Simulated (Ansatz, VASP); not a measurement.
**Two plane-wave programs on MgO**

```
Mg O
1.0
     3.48638    0.00000    0.00000
    -1.74319    3.01929    0.00000
     0.00000    0.00000    4.17804
Mg O
2 2
Direct
  0.67866 0.34212 0.75000
  0.34533 0.67545 0.25000
  0.66667 0.33333 0.25000
  0.33333 0.66667 0.75000
```

Change from the starting cell: all Mg atoms moved +0.037 Å, as atom 1 along Cartesian [1 1 0].

Alike in both runs: task single point; functional LDA; k mesh 6 × 6 × 6; occupations gaussian, width 0.05 eV; no spin polarisation.

|  | VASP | Ansatz |
| --- | --- | --- |
| version | VASP 6.6.1 | Ansatz 0.2.0 |
| potentials or method | VASP PAW LDA potentials, release 64 (Mg, O), cutoff 520 eV | scalar-relativistic, plane waves, PAW |
| valence electrons in the cell | 16 | 32 |

```csv
,VASP,Ansatz,Ansatz less VASP
gap on the k mesh at the Fermi level (eV),3.33,3.34,+0.004
least direct gap on the mesh (eV),3.33,3.34,+0.004
pressure (GPa),-5.6,-3.9,+1.72
"traceless stress, the component that is largest in VASP (GPa)",-0.18,-0.30,-0.116
rms of the force components (eV/Å),0.186,0.182,-0.0040
```

LDA's correlation is that of Perdew and Zunger in VASP and of Perdew and Wang (1992) in Ansatz. Atom by atom the forces differ by 0.004 eV/Å (rms over components). VASP's potentials hold 16 valence electrons a cell and Ansatz's 32, so a difference there can come from the potentials and not from the codes.
